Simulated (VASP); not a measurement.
# Tl (P6_3/mmc) in VASP: single point with PBE

Aim: the single point of Tl with PBE.

All numbers are computed with VASP 6.6.1; they aren't measurements. Logs are shortened: lines on timing, memory, paths and dates and some standing lists are left out, and cuts for length are marked.

## (1) The cell of the first run

Symmetry: P6_3/mmc, No. 194, hexagonal system. Conventional cell: a = 5.188 Å, b = 5.188 Å, c = 14.009 Å, α = 90.00°, β = 90.00°, γ = 120.00°. Within 4.3 Å of Tl (site symmetry 3m) lie 8 Tl at 3.27 to 3.83 Å. Within 4.2 Å of Tl (site symmetry 3m) lie 9 Tl at 3.18 to 3.83 Å.

## (2) Single point, PBE

Contents of INCAR:

```
SYSTEM = Tl
ALGO = Normal ; EDIFF = 1E-6
ENCUT = 500 ; GGA = PE
GGA_COMPAT = .FALSE. ; ISIF = 2
ISMEAR = 0 ; LASPH = .TRUE.
LCHARG = .TRUE. ; LELF = .TRUE.
LREAL = .FALSE. ; LVHAR = .TRUE.
LWAVE = .FALSE. ; NBANDS = 62
NELM = 120 ; PREC = Accurate
SIGMA = 0.1
```

Contents of KPOINTS:

```
k-points
0
G
  6 6 2
  0 0 0
```

Contents of POSCAR:

```
Tl
1.0
    5.1876564038     -0.0000000001      0.0000000000
   -2.5938282018      4.4926422318      0.0000000000
    0.0000000000      0.0000000000     14.0087060112
Tl
8
Direct
    0.0000000000      0.0000000000      0.1318464570
    0.0000000000      0.0000000000      0.6318464570
    0.0000000000      0.0000000000      0.3681535430
    0.0000000000      0.0000000000      0.8681535430
    0.3333333333      0.6666666667      0.0386443849
    0.6666666667      0.3333333333      0.5386443849
    0.3333333333      0.6666666667      0.4613556151
    0.6666666667      0.3333333333      0.9613556151
```

Potentials or basis: VASP PAW PBE potentials, release 64 (Tl_d).

Launch:

```
> cat potpaw_PBE.64/Tl_d/POTCAR > POTCAR
> mpirun -np 1 vasp_std > vasp.out
```

OUTCAR:

```text
SYSTEM = Tl
   EDIFF = 1E-6
   ENCUT = 500
   GGA = PE
   ISIF = 2
   ISMEAR = 0
   LASPH = .TRUE.
   LREAL = .FALSE.
   NELM = 120
   PREC = Accurate

 ion  position               nearest neighbor table
   1  0.000  0.000  0.132-   5 3.27   5 3.27   5 3.27   3 3.31   4 3.69   8 3.83   8 3.83   8 3.83

   2  0.000  0.000  0.632-   6 3.27   6 3.27   6 3.27   4 3.31   3 3.69   7 3.83   7 3.83   7 3.83

   3  0.000  0.000  0.368-   7 3.27   7 3.27   7 3.27   1 3.31   2 3.69   6 3.83   6 3.83   6 3.83

   4  0.000  0.000  0.868-   8 3.27   8 3.27   8 3.27   2 3.31   1 3.69   5 3.83   5 3.83   5 3.83

   5  0.333  0.667  0.039-   8 3.18   8 3.18   8 3.18   1 3.27   1 3.27   1 3.27   4 3.83   4 3.83
                             4 3.83
   6  0.667  0.333  0.539-   7 3.18   7 3.18   7 3.18   2 3.27   2 3.27   2 3.27   3 3.83   3 3.83
                             3 3.83
   7  0.333  0.667  0.461-   6 3.18   6 3.18   6 3.18   3 3.27   3 3.27   3 3.27   2 3.83   2 3.83
                             2 3.83
   8  0.667  0.333  0.961-   5 3.18   5 3.18   5 3.18   4 3.27   4 3.27   4 3.27   1 3.83   1 3.83
                             1 3.83

  LATTYP: Found a hexagonal cell.
 ALAT       =     5.1876564038
 C/A-ratio  =     2.7003920308

  Lattice vectors:

 A1 = (   5.1876564038,  -0.0000000001,   0.0000000000)
 A2 = (  -2.5938282018,   4.4926422318,   0.0000000000)
 A3 = (   0.0000000000,   0.0000000000,  14.0087060112)

Analysis of symmetry for initial positions (statically):
=====================================================================
 Subroutine PRICEL returns:
 Original cell was already a primitive cell.

 Routine SETGRP: Setting up the symmetry group for a
 hexagonal supercell.

 Subroutine GETGRP returns: Found 24 space group operations
 (whereof 12 operations were pure point group operations)
 out of a pool of 24 trial point group operations.

The static configuration has the point symmetry D_3d.
 The point group associated with its full space group is D_6h.

Analysis of symmetry for dynamics (positions and initial velocities):
=====================================================================
 Subroutine PRICEL returns:
 Original cell was already a primitive cell.

 Routine SETGRP: Setting up the symmetry group for a
 hexagonal supercell.

 Subroutine GETGRP returns: Found 24 space group operations
 (whereof 12 operations were pure point group operations)
 out of a pool of 24 trial point group operations.

The dynamic configuration has the point symmetry D_3d.
[... 106 lines left out ...]
   NFREE  =      0    steps in history (QN), initial steepest desc. (CG)
   ISIF   =      2    stress and relaxation
   ISYM   =      2    0-nonsym 1-usesym 2-fastsym
   POTIM  = 0.5000    time-step for ionic-motion
   TEBEG  =    0.0;   TEEND  =   0.0 temperature during run
   PSTRESS=    0.0 pullay stress
   NELECT =     104.0000    total number of electrons
   NUPDOWN=      -1.0000    fix difference up-down
   EMIN   =  10.00;   EMAX   =-10.00  energy-range for DOS
   EFERMI =   0.00;   METHOD = LEGACY
   ISMEAR =     0;   SIGMA  =   0.10  broadening in eV -4-tet -1-fermi 0-gaus
   EFERMI_NEDOS =   21; number of points for ismear=-14 and -15
   IALGO  =     38    algorithm
   IMIX   =      4    mixing-type and parameters
     AMIX     =   0.40;   BMIX     =  1.00
     AMIX_MAG =   1.60;   BMIX_MAG =  1.00
  volume/ion in A,a.u.               =      40.81       275.41
  Fermi-wavevector in a.u.,A,eV,Ry     =   1.118053  2.112813 17.007850  1.250042
  Thomas-Fermi vector in A             =   2.254681
   LORBIT       =      0    0 simple, 1 ext, 2 COOP (PROOUT), +10 PAW based schemes
   GGA     = PE    functional components
   LHFCALC =     F    Hartree Fock is set to
   AEXX    =    0.0000 exact exchange contribution
   IVDW    =     0    specifies the selected vdW correction
   LEPSILON=     F    determine dielectric tensor
   LRPA    =     F    only Hartree local field effects (RPA)
 non-spin polarized calculation
 Gauss-broadening in eV      SIGMA  =   0.10
  energy-cutoff  :      500.00
  volume of cell :      326.49
 maximum number of plane-waves:      8332
 NGX is ok and might be reduce to    40
   NGX = 19   NGY = 19   NGZ = 51

 number of electron     104.0000019 magnetization

 Free energy of the ion-electron system (eV)
  ---------------------------------------------------
  ext. energy  EPLUGINS =         0.00000000
  ---------------------------------------------------
  free energy    TOTEN  =       -16.56305622 eV

  energy without entropy =      -16.54459337  energy(sigma->0) =      -16.55382479

 E-fermi :   3.5875     XC(G=0):  -8.1939

 val. band max:        3.5429481061   @ k =   0.3333   0.1667   0.0000
 cond. band min:       3.6197916097   @ k =   0.0000   0.0000   0.0000
 fundamental gap:      0.0768435035
 Fermi energy:         3.5875270099

 k-point     1 :       0.0000    0.0000    0.0000
  band No.  band energies     occupation
      1      -8.2932      2.00000
      2      -8.2932      2.00000
      3      -8.2771      2.00000
      4      -8.2771      2.00000
      5      -8.2481      2.00000
      6      -8.2481      2.00000
[... 899 lines left out ...]
     61       7.6046      0.00000
     62       7.6046      0.00000

------------------------ aborting loop because EDIFF is reached ----------------------------------------

  FORCE on cell =-STRESS in cart. coord.  units (eV):
  Direction    XX          YY          ZZ          XY          YZ          ZX
  --------------------------------------------------------------------------------------
  -------------------------------------------------------------------------------------
  Total        0.2112307      0.2112307     -0.0563811      0.0000000     -0.0000000     -0.0000000
  in kB        1.0365650      1.0365650     -0.2766768      0.0000000     -0.0000000     -0.0000000
  external PRESSURE =       0.5988177 kB  Pullay stress =       0.0000000 kB

 VOLUME and BASIS-vectors are now :
 -----------------------------------------------------------------------------
  energy-cutoff  :      500.00
  volume of cell :      326.49
      direct lattice vectors                 reciprocal lattice vectors
     5.187656404 -0.000000000  0.000000000     0.192765272  0.111293082  0.000000000
    -2.593828202  4.492642232  0.000000000     0.000000000  0.222586164  0.000000000
     0.000000000  0.000000000 14.008706011     0.000000000  0.000000000  0.071384181

 POSITION                                       TOTAL-FORCE (eV/Angst)
 -----------------------------------------------------------------------------------
      0.00000      0.00000      1.84700         0.000000     -0.000000     -0.019746
      0.00000      0.00000      8.85135         0.000000     -0.000000     -0.019746
      0.00000      0.00000      5.15735         0.000000     -0.000000      0.019746
      0.00000      0.00000     12.16171         0.000000      0.000000      0.019746
     -0.00000      2.99509      0.54136         0.000000      0.000000      0.027548
      2.59383      1.49755      7.54571        -0.000000      0.000000      0.027548
     -0.00000      2.99509      6.46300         0.000000     -0.000000     -0.027548
      2.59383      1.49755     13.46735        -0.000000      0.000000     -0.027548
 -----------------------------------------------------------------------------------
    total drift:                                0.000000      0.000000      0.000000

  FREE ENERGIE OF THE ION-ELECTRON SYSTEM (eV)
  ---------------------------------------------------
  free  energy   TOTEN  =       -16.5630562168 eV

  energy  without entropy=      -16.5445933701  energy(sigma->0) =      -16.55382479
```

Run time: 5.3 min. Hardware: 1 thread of Oxide Virtual Turin-like, shared host; peak memory 0.48 GiB.

Results:

```
Free energy            : -16.5631 eV
Pressure               : 0.1 GPa
Largest force          : 0.028 eV/Å
Band gap on the k mesh : zero (bands 52 and 53 overlap by 1.35 eV)
```

Forces on the atoms (eV/Å):
```
Tl   0.000  0.000 -0.020
Tl   0.000  0.000 -0.020
Tl   0.000  0.000  0.020
Tl   0.000  0.000  0.020
Tl   0.000  0.000  0.028
Tl   0.000  0.000  0.028
Tl   0.000  0.000 -0.028
Tl   0.000  0.000 -0.028
```

Stress tensor (GPa, compression positive):
```
 0.10  0.00  0.00
 0.00  0.10  0.00
 0.00  0.00 -0.03
```

Levels at points of the mesh, in eV from the Fermi level:
| k point | band 49 | band 50 | band 51 | band 52 | band 53 | band 54 | band 55 | band 56 |
| --- | --- | --- | --- | --- | --- | --- | --- | --- |
| (0.00, 0.00, 0.00) | 0.03 | 0.72 | 0.72 | 0.82 | 0.82 | 0.83 | 0.83 | 1.32 |
| (0.50, 0.00, 0.00) | -1.85 | -1.39 | -1.17 | -0.82 | -0.21 | 0.89 | 1.32 | 1.52 |
| (0.00, 0.00, 0.50) | 0.51 | 0.51 | 0.74 | 0.74 | 0.74 | 0.74 | 1.06 | 1.06 |
| (0.50, 0.00, 0.50) | -1.35 | -1.35 | -1.29 | -1.29 | 0.34 | 0.34 | 1.67 | 1.67 |

Caveat: spin-orbit coupling is left out, which moves the levels of the heavy elements.

The gap in the log of VASP goes by the Fermi energy; the results here count the filled bands.